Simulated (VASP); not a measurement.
**Pb: single point with r2SCAN0**

The system is Pb.

```
CELL_PARAMETERS angstrom
3.21090 0.00000 0.00000
0.00000 3.21090 0.00000
0.00000 0.00000 3.21090
ATOMIC_POSITIONS crystal
Pb 0.00000 0.00000 0.00000
```

- Program: VASP 6.6.1
- Task: single point
- Functional: r2SCAN0
- Potentials or basis: VASP PAW PBE potentials, release 64 (Pb_d)
- Cutoff: 520 eV
- k mesh: 5 × 5 × 5
- Occupations: fermi-dirac, width 0.1 eV
- Spin: no spin polarisation
- Dipole correction: no
- Grid for exact exchange (PRECFOCK): Normal
- Further INCAR settings: ALGO = Normal; EDIFF = 1e-06; NBANDS = 13

```json
{"Pressure": "-1.3 GPa", "Band gap on the k mesh": "zero (band 7 reaches 12.10 eV, above the bottom of band 8 at 4.08 eV)"}
```

Levels at points of the mesh, in eV from the Fermi level:
| k point | band 4 | band 5 | band 6 | band 7 | band 8 | band 9 |
| --- | --- | --- | --- | --- | --- | --- |
| (0.00, 0.00, 0.00) | -18.53 | -18.53 | -12.62 | 6.97 | 6.97 | 6.97 |

Run time: 4 min on 1 thread of Intel(R) Xeon(R) Platinum 8375C CPU @ 2.90GHz (Ice Lake), on a shared host, peak memory 0.15 GiB.

Caveat: the k points lie up to 0.39 Å⁻¹ apart; the PAW data sets were made with another functional, which shifts forces and pressure a little; spin-orbit coupling is left out, which moves the levels of the heavy elements.
